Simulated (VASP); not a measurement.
# TaN (P-62m) in VASP: settings compared

TaN is run at these levels: LDA, PBEsol, PBE+D3(BJ); tasks: single point, relaxation of cell and atoms.

All numbers are computed with VASP 6.6.1; they aren't measurements. Logs are shortened: lines on timing, memory, paths and dates and some standing lists are left out, and cuts for length are marked.

## Step 1: The cell of the first run

It takes space group P-62m (No. 189, hexagonal). The conventional cell has a = 5.196 Å, b = 5.196 Å, c = 2.911 Å, α = 90.00°, β = 90.00°, γ = 120.00°. Ta (site symmetry -62m) has 3 N at 2.04 Å within 2.7 Å. Ta (site symmetry -6) has 6 N at 2.16 Å within 2.9 Å. N (site symmetry m2m) has 5 Ta at 2.04 to 2.16 Å within 2.7 Å.

## Step 2: Single point, LDA

Contents of INCAR:

```
SYSTEM = TaN
  ALGO = Normal
  EDIFF = 1E-6
  ENCUT = 520
  ISIF = 2
  ISMEAR = -1
  LASPH = .TRUE.
  LCHARG = .TRUE.
  LELF = .TRUE.
  LREAL = .FALSE.
  LVHAR = .TRUE.
  LWAVE = .FALSE.
  NBANDS = 33
  NELM = 60
  PREC = Accurate
  SIGMA = 0.05
```

Contents of KPOINTS:

```
k-points
0
G
  6 6 9
  0 0 0
```

Contents of POSCAR:

```
TaN
1.0
    5.1960000000      0.0000000000      0.0000000000
   -2.5980000000      4.4998679981      0.0000000000
    0.0000000000      0.0000000000      2.9110000000
Ta N
3 3
Direct
    0.0000000000      0.0000000000      0.0000000000
    0.6666666667      0.3333333333      0.5000000000
    0.3333333333      0.6666666667      0.5000000000
    0.0000000000      0.3928500000      0.0000000000
    0.6071500000      0.6071500000      0.0000000000
    0.3928500000      0.0000000000      0.0000000000
```

Potentials or basis: VASP PAW LDA potentials, release 64 (Ta_pv, N).

Run with:

```console
$ cat potpaw_LDA.64/Ta_pv/POTCAR potpaw_LDA.64/N/POTCAR > POTCAR
$ mpirun -np 1 vasp_std > vasp.out
```

OUTCAR:

```text
SYSTEM = TaN
   EDIFF = 1E-6
   ENCUT = 520
   ISIF = 2
   ISMEAR = -1
   LASPH = .TRUE.
   LREAL = .FALSE.
   NELM = 60
   PREC = Accurate

 ion  position               nearest neighbor table
   1  0.000  0.000  0.000-   6 2.04   5 2.04   4 2.04   3 3.33   2 3.33   2 3.33   3 3.33   2 3.33
                             2 3.33   3 3.33   3 3.33   2 3.33   2 3.33   3 3.33   3 3.33
   2  0.667  0.333  0.500-   4 2.16   4 2.16   6 2.16   6 2.16   5 2.16   5 2.16   3 3.00   3 3.00
                             3 3.00   1 3.33   1 3.33   1 3.33   1 3.33   1 3.33   1 3.33
   3  0.333  0.667  0.500-   6 2.16   6 2.16   4 2.16   4 2.16   5 2.16   5 2.16   2 3.00   2 3.00
                             2 3.00   1 3.33   1 3.33   1 3.33   1 3.33   1 3.33   1 3.33
   4  0.000  0.393  0.000-   1 2.04   2 2.16   2 2.16   3 2.16   3 2.16
   5  0.607  0.607  0.000-   1 2.04   3 2.16   3 2.16   2 2.16   2 2.16
   6  0.393  0.000  0.000-   1 2.04   3 2.16   3 2.16   2 2.16   2 2.16

  LATTYP: Found a hexagonal cell.
 ALAT       =     5.1960000000
 C/A-ratio  =     0.5602386451

  Lattice vectors:

 A1 = (   5.1960000000,   0.0000000000,   0.0000000000)
 A2 = (  -2.5980000000,   4.4998679981,   0.0000000000)
 A3 = (   0.0000000000,   0.0000000000,   2.9110000000)

Analysis of symmetry for initial positions (statically):
=====================================================================
 Subroutine PRICEL returns:
 Original cell was already a primitive cell.

 Routine SETGRP: Setting up the symmetry group for a
 hexagonal supercell.

 Subroutine GETGRP returns: Found 12 space group operations
 (whereof 12 operations were pure point group operations)
 out of a pool of 24 trial point group operations.

The static configuration has the point symmetry D_3h.

Analysis of symmetry for dynamics (positions and initial velocities):
=====================================================================
 Subroutine PRICEL returns:
 Original cell was already a primitive cell.

 Routine SETGRP: Setting up the symmetry group for a
 hexagonal supercell.

 Subroutine GETGRP returns: Found 12 space group operations
 (whereof 12 operations were pure point group operations)
 out of a pool of 24 trial point group operations.

The dynamic configuration has the point symmetry D_3h.

 Subroutine INISYM returns: Found 12 space group operations
 (whereof 12 operations are pure point group operations),
 and found     1 'primitive' translations

----------------------------------------------------------------------------------------

                                     Primitive cell

  volume of cell :      68.0630

  direct lattice vectors                    reciprocal lattice vectors
     5.196000000  0.000000000  0.000000000     0.192455735  0.111114371  0.000000000
    -2.598000000  4.499867998  0.000000000     0.000000000  0.222228741  0.000000000
     0.000000000  0.000000000  2.911000000     0.000000000  0.000000000  0.343524562

  length of vectors
     5.196000000  5.196000000  2.911000000     0.222228741  0.222228741  0.343524562

  position of ions in fractional coordinates (direct lattice)
     0.000000000  0.000000000  0.000000000
     0.666666667  0.333333333  0.500000000
     0.333333333  0.666666667  0.500000000
     0.000000000  0.392850000  0.000000000
     0.607150000  0.607150000  0.000000000
     0.392850000  0.000000000  0.000000000

  ion indices of the primitive-cell ions
   primitive index   ion index
                 1           1
                 2           2
                 3           3
                 4           4
                 5           5
                 6           6

----------------------------------------------------------------------------------------

 KPOINTS: k-points

Automatic generation of k-mesh.
 Grid dimensions read from file:
 generate k-points for:    6    6    9

 Generating k-lattice:

  Cartesian coordinates                     Fractional coordinates (reciprocal lattice)
     0.032075956  0.018519062  0.000000000     0.166666667  0.000000000  0.000000000
     0.000000000  0.037038124  0.000000000     0.000000000  0.166666667  0.000000000
     0.000000000  0.000000000  0.038169396     0.000000000  0.000000000  0.111111111

  Length of vectors
     0.037038124  0.037038124  0.038169396

  Shift w.r.t. Gamma in fractional coordinates (k-lattice)
     0.000000000  0.000000000  0.000000000

 Subroutine IBZKPT returns following result:
 ===========================================

 Found     35 irreducible k-points:

 Following reciprocal coordinates:
            Coordinates               Weight
  0.000000  0.000000  0.000000      1.000000
  0.166667  0.000000  0.000000      6.000000
  0.333333  0.000000  0.000000      6.000000
  0.500000  0.000000  0.000000      3.000000
  0.166667  0.166667  0.000000      6.000000
  0.333333  0.166667  0.000000     12.000000
[... 16 lines left out ...]
  0.166667  0.000000  0.333333     12.000000
  0.333333  0.000000  0.333333     12.000000
 [... further k-points ...]
   k-points           NKPTS =     35   k-points in BZ     NKDIM =     35   number of bands    NBANDS=     33
   number of dos      NEDOS =    301   number of ions     NIONS =      6
   total plane-waves  NPLWV =  38400
   dimension x,y,z NGX =    40 NGY =   40 NGZ =   24
   dimension x,y,z NGXF=    80 NGYF=   80 NGZF=   48
   ions per type =               3   3
   NGX,Y,Z   is equivalent  to a cutoff of  12.80, 12.80, 13.71 a.u.
   NGXF,Y,Z  is equivalent  to a cutoff of  25.60, 25.60, 27.41 a.u.
 SYSTEM =  TaN
   PREC   = accura    normal or accurate (medium, high low for compatibility)
   ISTART =      0    job   : 0-new  1-cont  2-samecut
   ICHARG =      2    charge: 1-file 2-atom 10-const
   ISPIN  =      1    spin polarized calculation?
   LNONCOLLINEAR =      F non collinear calculations
   LSORBIT =      F    spin-orbit coupling
   LASPH  =      T    aspherical Exc in radial PAW
   ENCUT  =  520.0 eV  38.22 Ry    6.18 a.u.   9.66  9.66  5.41*2*pi/ulx,y,z
   NELM   =     60;   NELMIN=  2; NELMDL= -5     # of ELM steps
   EDIFF  = 0.1E-05   stopping-criterion for ELM
   LREAL  =      F    real-space projection
   EDIFFG = 0.1E-04   stopping-criterion for IOM
   NSW    =      0    number of steps for IOM
   IBRION =     -1    ionic relax: 0-MD 1-quasi-New 2-CG
   NFREE  =      0    steps in history (QN), initial steepest desc. (CG)
   ISIF   =      2    stress and relaxation
   ISYM   =      2    0-nonsym 1-usesym 2-fastsym
   POTIM  = 0.5000    time-step for ionic-motion
   TEBEG  =    0.0;   TEEND  =   0.0 temperature during run
   PSTRESS=    0.0 pullay stress
   NELECT =      48.0000    total number of electrons
   NUPDOWN=      -1.0000    fix difference up-down
   EMIN   =  10.00;   EMAX   =-10.00  energy-range for DOS
   EFERMI =   0.00;   METHOD = LEGACY
   ISMEAR =    -1;   SIGMA  =   0.05  broadening in eV -4-tet -1-fermi 0-gaus
   EFERMI_NEDOS =   21; number of points for ismear=-14 and -15
   IALGO  =     38    algorithm
   IMIX   =      4    mixing-type and parameters
     AMIX     =   0.40;   BMIX     =  1.00
     AMIX_MAG =   1.60;   BMIX_MAG =  1.00
  volume/ion in A,a.u.               =      11.34        76.55
  Fermi-wavevector in a.u.,A,eV,Ry     =   1.457197  2.753703 28.890916  2.123422
  Thomas-Fermi vector in A             =   2.574026
   LORBIT       =      0    0 simple, 1 ext, 2 COOP (PROOUT), +10 PAW based schemes
   GGA     = CA    functional components
   LHFCALC =     F    Hartree Fock is set to
   AEXX    =    0.0000 exact exchange contribution
   IVDW    =     0    specifies the selected vdW correction
   LEPSILON=     F    determine dielectric tensor
   LRPA    =     F    only Hartree local field effects (RPA)
 non-spin polarized calculation
  energy-cutoff  :      520.00
  volume of cell :       68.06
 maximum number of plane-waves:      1847
 NGX is ok and might be reduce to    40
   NGX = 19   NGY = 19   NGZ = 11

 number of electron      48.0000002 magnetization

 Free energy of the ion-electron system (eV)
  ---------------------------------------------------
  ext. energy  EPLUGINS =         0.00000000
  ---------------------------------------------------
  free energy    TOTEN  =       -74.09324322 eV

  energy without entropy =      -74.08645419  energy(sigma->0) =      -74.08984870

 E-fermi :   8.1731     XC(G=0): -13.2425

 val. band max:        8.1635159057   @ k =   0.0000   0.0000   0.2222
 cond. band min:       8.1755919283   @ k =   0.1667   0.0000   0.2222
 fundamental gap:      0.0120760226
 Fermi energy:         8.1730657692

 k-point     1 :       0.0000    0.0000    0.0000
  band No.  band energies     occupation
      1     -27.8454      2.00000
      2     -27.8454      2.00000
      3     -27.4898      2.00000
      4     -27.4898      2.00000
      5     -27.3175      2.00000
      6     -27.2074      2.00000
[... 25 lines left out ...]
     32      11.3106      0.00000
     33      11.3106      0.00000

 k-point     2 :       0.1667    0.0000    0.0000
  band No.  band energies     occupation
      1     -27.8688      2.00000
      2     -27.8383      2.00000
      3     -27.4696      2.00000
      4     -27.4590      2.00000
      5     -27.3106      2.00000
      6     -27.2137      2.00000
[... 25 lines left out ...]
     32      11.3889      0.00000
     33      11.5188      0.00000
[... 754 lines left out ...]
     32      11.6357      0.00000
     33      12.8261      0.00000

 k-point    24 :       0.3333    0.0000    0.3333
  band No.  band energies     occupation
      1     -27.9573      2.00000
      2     -27.8416      2.00000
      3     -27.7672      2.00000
      4     -27.6756      2.00000
      5     -27.4114      2.00000
      6     -27.3165      2.00000
[... 25 lines left out ...]
     32      11.8694      0.00000
     33      13.2263      0.00000

 [... further k-points ...]

------------------------ aborting loop because EDIFF is reached ----------------------------------------

  FORCE on cell =-STRESS in cart. coord.  units (eV):
  Direction    XX          YY          ZZ          XY          YZ          ZX
  --------------------------------------------------------------------------------------
  -------------------------------------------------------------------------------------
  Total       -3.1553311     -3.1553311     -4.2953528      0.0000000      0.0000000      0.0000000
  in kB      -74.2752963    -74.2752963   -101.1109756      0.0000000      0.0000000      0.0000000
  external PRESSURE =     -83.2205228 kB  Pullay stress =       0.0000000 kB

 VOLUME and BASIS-vectors are now :
 -----------------------------------------------------------------------------
  energy-cutoff  :      520.00
  volume of cell :       68.06
      direct lattice vectors                 reciprocal lattice vectors
     5.196000000  0.000000000  0.000000000     0.192455735  0.111114371  0.000000000
    -2.598000000  4.499867998  0.000000000     0.000000000  0.222228741  0.000000000
     0.000000000  0.000000000  2.911000000     0.000000000  0.000000000  0.343524562

 POSITION                                       TOTAL-FORCE (eV/Angst)
 -----------------------------------------------------------------------------------
      0.00000      0.00000      0.00000         0.000000     -0.000000     -0.000000
      2.59800      1.49996      1.45550         0.000000     -0.000000     -0.000000
     -0.00000      2.99991      1.45550         0.000000     -0.000000     -0.000000
     -1.02062      1.76777      0.00000         0.016374     -0.028360      0.000000
      1.57738      2.73209      0.00000         0.016374      0.028360     -0.000000
      2.04125      0.00000      0.00000        -0.032747      0.000000      0.000000
 -----------------------------------------------------------------------------------
    total drift:                               -0.000002     -0.000003      0.000000

  FREE ENERGIE OF THE ION-ELECTRON SYSTEM (eV)
  ---------------------------------------------------
  free  energy   TOTEN  =       -74.0932432192 eV

  energy  without entropy=      -74.0864541897  energy(sigma->0) =      -74.08984870
```

Run time: 77 s. Hardware: 1 thread of AMD EPYC 7R43 (Zen 3), shared host; peak memory 0.15 GiB.

What came out:

- Free energy: -74.0932 eV
- Pressure: -8.3 GPa
- Largest force: 0.033 eV/Å
- Band gap on the k mesh: zero (band 24 reaches 9.96 eV, above the bottom of band 25 at 6.85 eV)

Forces on the atoms (eV/Å):
```
Ta   0.000  0.000  0.000
Ta   0.000  0.000  0.000
Ta   0.000  0.000  0.000
N    0.016 -0.028  0.000
N    0.016  0.028  0.000
N   -0.033  0.000  0.000
```

Caveat: spin-orbit coupling is left out, which moves the levels of the heavy elements.

(Continued in part 2 of 2.)
